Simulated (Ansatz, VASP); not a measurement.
Two plane-wave programs on Al2Pt

```xyz
3
Lattice="0.0000 2.9268 2.9268 2.9268 0.0000 2.9268 2.9268 2.9268 0.0000" Properties=species:S:1:pos:R:3 pbc="T T T"
Al    1.4634    1.4634    1.4634
Al    4.3902    4.3902    4.3902
Pt    0.0000    0.0000    0.0000
```

Alike in both runs: functional LDA; k mesh 12 × 12 × 12; occupations gaussian, width 0.1 eV; no spin polarisation.

Ansatz relaxed the structure, and its values are those at the end. VASP's run is a single point on that final structure, the one shown.

|  | VASP | Ansatz |
| --- | --- | --- |
| version | VASP 6.6.1 | Ansatz 0.2.0 |
| potentials or method | VASP PAW LDA potentials, release 64 (Al, Pt), cutoff 500 eV | scalar-relativistic, plane waves, PAW |
| valence electrons in the cell | 16 | 24 |

|  | VASP | Ansatz | Ansatz less VASP |
| --- | --- | --- | --- |
| gap on the k mesh at the Fermi level (eV) | none | none | - |
| pressure (GPa) | 0.4 | 0.0 | -0.40 |

LDA's correlation is that of Perdew and Zunger in VASP and of Perdew and Wang (1992) in Ansatz. A gap of «none» marks a metal or a gap that the smearing closes. VASP's potentials hold 16 valence electrons a cell and Ansatz's 24, so a difference there can come from the potentials and not from the codes.

Neither program's run includes spin-orbit coupling.
